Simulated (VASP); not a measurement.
# CoSi (NiAs type) (P6_3/mmc) in VASP: relaxation of cell and atoms with PBE

Aim: the relaxation of cell and atoms of CoSi (NiAs type) with PBE.

Program: VASP 6.6.1. These are calculated values, not measurements. Logs are shortened: lines on timing, memory, paths and dates and some standing lists are left out, and cuts for length are marked.

## Step 1: The cell of the first run

The structure is hexagonal, space group P6_3/mmc (No. 194). Conventional cell: a = 3.355 Å, b = 3.355 Å, c = 5.200 Å, α = 90.00°, β = 90.00°, γ = 120.00°. Co (site symmetry -3m) has 6 Si at 2.33 Å and 2 Co at 2.60 Å within 3.1 Å. Within 3.1 Å of Si (site symmetry -6m2) lie 6 Co at 2.33 Å.

## Step 2: Relaxation of cell and atoms, PBE, target pressure -0.00054 GPa, at which the enthalpy is minimised

The input, INCAR:

```
SYSTEM = CoSi
ALGO = Normal
EDIFF = 1E-6
EDIFFG = -0.005
ENCUT = 600
GGA = PE
IBRION = 2
ISIF = 3
ISMEAR = -1
LASPH = .True.
LCHARG = .False.
LREAL = .False.
LWAVE = .False.
NELM = 60
NSW = 60
PREC = Accurate
PSTRESS = -0.0054
SIGMA = 0.05
```

The input, KPOINTS:

```
k-points
0
Gamma
  11 11 6
  0 0 0
```

The input, POSCAR:

```
CoSi
1.0
    3.3548153425      0.0000000000      0.0000000000
   -1.6774076713      2.9053553116      0.0000000000
    0.0000000000      0.0000000000      5.1999637809
Co Si
2 2
Direct
    0.0000000000      0.0000000000      0.0000000000
    0.0000000000      0.0000000000      0.5000000000
    0.3333333333      0.6666666667      0.2500000000
    0.6666666667      0.3333333333      0.7500000000
```

Potentials or basis: VASP PAW PBE potentials, release 64 (Co, Si).

Launch:

```bash
cat potpaw_PBE.64/Co/POTCAR potpaw_PBE.64/Si/POTCAR > POTCAR
mpirun -np 1 vasp_std > vasp.out
```

OUTCAR:

```text
SYSTEM = CoSi
   EDIFF = 1E-6
   EDIFFG = -0.005
   ENCUT = 600
   GGA = PE
   IBRION = 2
   ISIF = 3
   ISMEAR = -1
   LASPH = .True.
   LREAL = .False.
   NELM = 60
   NSW = 60
   PREC = Accurate
   PSTRESS = -0.0054

 ion  position               nearest neighbor table
   1  0.000  0.000  0.000-   3 2.33   4 2.33   4 2.33   3 2.33   4 2.33   3 2.33   2 2.60   2 2.60

   2  0.000  0.000  0.500-   3 2.33   4 2.33   4 2.33   3 2.33   4 2.33   3 2.33   1 2.60   1 2.60

   3  0.333  0.667  0.250-   1 2.33   2 2.33   1 2.33   2 2.33   1 2.33   2 2.33
   4  0.667  0.333  0.750-   1 2.33   2 2.33   1 2.33   2 2.33   1 2.33   2 2.33

  LATTYP: Found a hexagonal cell.
 ALAT       =     3.3548153425
 C/A-ratio  =     1.5500000000

  Lattice vectors:

 A1 = (   3.3548153425,   0.0000000000,   0.0000000000)
 A2 = (  -1.6774076713,   2.9053553116,   0.0000000000)
 A3 = (   0.0000000000,   0.0000000000,   5.1999637809)

Analysis of symmetry for initial positions (statically):
=====================================================================
 Subroutine PRICEL returns:
 Original cell was already a primitive cell.

 Routine SETGRP: Setting up the symmetry group for a
 hexagonal supercell.

 Subroutine GETGRP returns: Found 24 space group operations
 (whereof 12 operations were pure point group operations)
 out of a pool of 24 trial point group operations.

The static configuration has the point symmetry D_3d.
 The point group associated with its full space group is D_6h.

Analysis of symmetry for dynamics (positions and initial velocities):
=====================================================================
 Subroutine PRICEL returns:
 Original cell was already a primitive cell.

 Routine SETGRP: Setting up the symmetry group for a
 hexagonal supercell.

 Subroutine GETGRP returns: Found 24 space group operations
 (whereof 12 operations were pure point group operations)
 out of a pool of 24 trial point group operations.

The dynamic configuration has the point symmetry D_3d.
 The point group associated with its full space group is D_6h.

 Subroutine INISYM returns: Found 24 space group operations
 (whereof 12 operations are pure point group operations),
 and found     1 'primitive' translations

----------------------------------------------------------------------------------------

                                     Primitive cell

  volume of cell :      50.6837

  direct lattice vectors                    reciprocal lattice vectors
     3.354815342  0.000000000  0.000000000     0.298078999  0.172095990  0.000000000
    -1.677407671  2.905355312  0.000000000     0.000000000  0.344191981  0.000000000
     0.000000000  0.000000000  5.199963781     0.000000000  0.000000000  0.192309032

  length of vectors
     3.354815342  3.354815343  5.199963781     0.344191981  0.344191981  0.192309032

  position of ions in fractional coordinates (direct lattice)
     0.000000000  0.000000000  0.000000000
     0.000000000  0.000000000  0.500000000
     0.333333333  0.666666667  0.250000000
     0.666666667  0.333333333  0.750000000

  ion indices of the primitive-cell ions
   primitive index   ion index
                 1           1
                 2           2
                 3           3
                 4           4

----------------------------------------------------------------------------------------

 KPOINTS: k-points

Automatic generation of k-mesh.
 Grid dimensions read from file:
 generate k-points for:   11   11    6

 Generating k-lattice:

  Cartesian coordinates                     Fractional coordinates (reciprocal lattice)
     0.027098091  0.015645090  0.000000000     0.090909091 -0.000000000  0.000000000
     0.000000000  0.031290180  0.000000000     0.000000000  0.090909091  0.000000000
     0.000000000  0.000000000  0.032051505     0.000000000  0.000000000  0.166666667

  Length of vectors
     0.031290180  0.031290180  0.032051505

  Shift w.r.t. Gamma in fractional coordinates (k-lattice)
     0.000000000  0.000000000  0.000000000

 Subroutine IBZKPT returns following result:
 ===========================================

 Found     64 irreducible k-points:

 Following reciprocal coordinates:
            Coordinates               Weight
  0.000000  0.000000  0.000000      1.000000
  0.090909  0.000000  0.000000      6.000000
  0.181818  0.000000  0.000000      6.000000
  0.272727  0.000000  0.000000      6.000000
  0.363636 -0.000000  0.000000      6.000000
  0.454545  0.000000  0.000000      6.000000
[... 16 lines left out ...]
  0.090909  0.090909  0.166667     12.000000
  0.181818  0.090909  0.166667     24.000000
 [... further k-points ...]
   k-points           NKPTS =     64   k-points in BZ     NKDIM =     64   number of bands    NBANDS=     17
   number of dos      NEDOS =    301   number of ions     NIONS =      4
   total plane-waves  NPLWV =  32928
   dimension x,y,z NGX =    28 NGY =   28 NGZ =   42
   dimension x,y,z NGXF=    56 NGYF=   56 NGZF=   84
   ions per type =               2   2
   NGX,Y,Z   is equivalent  to a cutoff of  13.88, 13.88, 13.43 a.u.
   NGXF,Y,Z  is equivalent  to a cutoff of  27.75, 27.75, 26.86 a.u.
 SYSTEM =  CoSi
   PREC   = accura    normal or accurate (medium, high low for compatibility)
   ISTART =      0    job   : 0-new  1-cont  2-samecut
   ICHARG =      2    charge: 1-file 2-atom 10-const
   ISPIN  =      1    spin polarized calculation?
   LNONCOLLINEAR =      F non collinear calculations
   LSORBIT =      F    spin-orbit coupling
   LASPH  =      T    aspherical Exc in radial PAW
   ENCUT  =  600.0 eV  44.10 Ry    6.64 a.u.   6.70  6.70 10.39*2*pi/ulx,y,z
   NELM   =     60;   NELMIN=  2; NELMDL= -5     # of ELM steps
   EDIFF  = 0.1E-05   stopping-criterion for ELM
   LREAL  =      F    real-space projection
   EDIFFG = -.5E-02   stopping-criterion for IOM
   NSW    =     60    number of steps for IOM
   IBRION =      2    ionic relax: 0-MD 1-quasi-New 2-CG
   NFREE  =      1    steps in history (QN), initial steepest desc. (CG)
   ISIF   =      3    stress and relaxation
   ISYM   =      2    0-nonsym 1-usesym 2-fastsym
   POTIM  = 0.5000    time-step for ionic-motion
   TEBEG  =    0.0;   TEEND  =   0.0 temperature during run
   PSTRESS=   -0.0 pullay stress
   NELECT =      26.0000    total number of electrons
   NUPDOWN=      -1.0000    fix difference up-down
   EMIN   =  10.00;   EMAX   =-10.00  energy-range for DOS
   EFERMI =   0.00;   METHOD = LEGACY
   ISMEAR =    -1;   SIGMA  =   0.05  broadening in eV -4-tet -1-fermi 0-gaus
   EFERMI_NEDOS =   21; number of points for ismear=-14 and -15
   IALGO  =     38    algorithm
   IMIX   =      4    mixing-type and parameters
     AMIX     =   0.40;   BMIX     =  1.00
     AMIX_MAG =   1.60;   BMIX_MAG =  1.00
  volume/ion in A,a.u.               =      12.67        85.51
  Fermi-wavevector in a.u.,A,eV,Ry     =   1.310519  2.476521 23.367451  1.717459
  Thomas-Fermi vector in A             =   2.441043
   LORBIT       =      0    0 simple, 1 ext, 2 COOP (PROOUT), +10 PAW based schemes
   GGA     = PE    functional components
   LHFCALC =     F    Hartree Fock is set to
   AEXX    =    0.0000 exact exchange contribution
   IVDW    =     0    specifies the selected vdW correction
   LEPSILON=     F    determine dielectric tensor
   LRPA    =     F    only Hartree local field effects (RPA)
 conjugate gradient relaxation of ions
 non-spin polarized calculation
  energy-cutoff  :      600.00
  volume of cell :       50.68
 maximum number of plane-waves:      1725
 NGX is ok and might be reduce to    28
   NGX = 13   NGY = 13   NGZ = 21

--------------------------------------- Ionic step        1  -------------------------------------------

 number of electron      26.0000006 magnetization

 Free energy of the ion-electron system (eV)
  ---------------------------------------------------
  ext. energy  EPLUGINS =         0.00000000
  ---------------------------------------------------
  free energy    TOTEN  =       -26.37021888 eV

  energy without entropy =      -26.35068785  energy(sigma->0) =      -26.36045337

------------------------ aborting loop because EDIFF is reached ----------------------------------------

  FORCE on cell =-STRESS in cart. coord.  units (eV):
  Direction    XX          YY          ZZ          XY          YZ          ZX
  --------------------------------------------------------------------------------------
  -------------------------------------------------------------------------------------
  Total       -0.6973853     -0.6973853     -2.5804462      0.0000000     -0.0000000      0.0000000
  in kB      -22.0452568    -22.0452568    -81.5712640      0.0000000     -0.0000000      0.0000000
  external PRESSURE =     -41.8818592 kB  Pullay stress =      -0.0054000 kB
[... 25 lines left out ...]
  enthalpy is  TOTEN    =       -26.3703897062 eV   P V=       -0.0001708250

--------------------------------------- Ionic step        2  -------------------------------------------

 number of electron      26.0000007 magnetization

 E-fermi :  10.1749     XC(G=0): -12.2398

 val. band max:       10.1672449517   @ k =   0.2727   0.2727   0.3333
 cond. band min:      10.1798275318   @ k =   0.2727   0.1818   0.5000
 fundamental gap:      0.0125825801
 Fermi energy:        10.1749005886

 k-point     1 :       0.0000    0.0000    0.0000
  band No.  band energies     occupation
      1      -2.0410      2.00000
      2       2.9524      2.00000
      3       3.8283      2.00000
      4       6.8437      2.00000
      5       6.8437      2.00000
      6       7.0844      2.00000
[... 9 lines left out ...]
     16      16.1444      0.00000
     17      16.6100      0.00000
[... 737 lines left out ...]
  enthalpy is  TOTEN    =       -26.4102899079 eV   P V=       -0.0001674444

--------------------------------------- Ionic step        9  -------------------------------------------

 number of electron      26.0000000 magnetization

 Free energy of the ion-electron system (eV)
  ---------------------------------------------------
  ext. energy  EPLUGINS =         0.00000000
  ---------------------------------------------------
  free energy    TOTEN  =       -26.41013954 eV

  energy without entropy =      -26.39036750  energy(sigma->0) =      -26.40025352

 E-fermi :   9.7570     XC(G=0): -12.1026

 val. band max:        9.7492095473   @ k =   0.3636   0.1818   0.1667
 cond. band min:       9.7581079741   @ k =   0.2727   0.1818   0.5000
 fundamental gap:      0.0088984268
 Fermi energy:         9.7570041045

 k-point     1 :       0.0000    0.0000    0.0000
  band No.  band energies     occupation
      1      -2.2199      2.00000
      2       2.7858      2.00000
      3       3.6549      2.00000
      4       6.5063      2.00000
      5       6.5063      2.00000
      6       6.7999      2.00000
[... 9 lines left out ...]
     16      15.7468      0.00000
     17      15.9390      0.00000
[... 491 lines left out ...]
  FREE ENERGIE OF THE ION-ELECTRON SYSTEM (eV)
  ---------------------------------------------------
  free  energy   TOTEN  =       -26.4101395415 eV

  energy  without entropy=      -26.3903675013  energy(sigma->0) =      -26.40025352

  enthalpy is  TOTEN    =       -26.4103068448 eV   P V=       -0.0001673034

 reached required accuracy - stopping structural energy minimisation
```

Run time: 11 min. Hardware: 1 thread of AMD EPYC 7R13, shared host; peak memory 0.2 GiB.

What came out:

| Item | Value |
| --- | --- |
| Free energy | -26.4101 eV |
| Relaxed volume | 12.41 Å³/atom |
| Relaxed cell | a = 3.377 Å, b = 3.377 Å, c = 5.026 Å, α = 90.00°, β = 90.00°, γ = 120.00° |
| Space group after relaxing (to 0.1 Å) | P6_3/mmc (No. 194) |
| Energy change on relaxing (the run minimises the enthalpy) | -10.0 meV/atom |
| Ionic steps | 9 |
| Pressure after relaxing | 0.0 GPa |
| Band gap on the k mesh | zero (bands 13 and 14 overlap by 3.27 eV) |

Step by step:
```csv
step,energy change (eV),largest force (eV/Å),pressure (GPa),volume (Å³)
1,0.0000,0.0000,-4.19,50.68
2,-0.0160,0.0000,5.09,48.28
3,-0.0287,0.0000,1.15,49.22
4,-0.0381,0.0000,0.42,49.45
5,-0.0398,0.0000,0.17,49.57
6,-0.0399,0.0000,0.19,49.60
7,-0.0399,0.0000,0.13,49.61
8,-0.0399,0.0000,-0.07,49.68
9,-0.0399,0.0000,-0.02,49.64
```

Final structure:
```cif
data_structure
_symmetry_space_group_name_H-M 'P 1'
_symmetry_Int_Tables_number 1
_cell_length_a 3.3769
_cell_length_b 3.3769
_cell_length_c 5.0265
_cell_angle_alpha 90.000
_cell_angle_beta 90.000
_cell_angle_gamma 120.000
_cell_volume 49.64
loop_
_atom_site_label
_atom_site_type_symbol
_atom_site_fract_x
_atom_site_fract_y
_atom_site_fract_z
_atom_site_occupancy
Co1 Co 0.00000 0.00000 0.00000 1
Co2 Co 0.00000 0.00000 0.50000 1
Si1 Si 0.33333 0.66667 0.25000 1
Si2 Si 0.66667 0.33333 0.75000 1
```

Caveat: the cell is relaxed towards a set pressure, so the run minimises the enthalpy, not the energy; the run has no spin polarisation, though such a crystal can be magnetic.
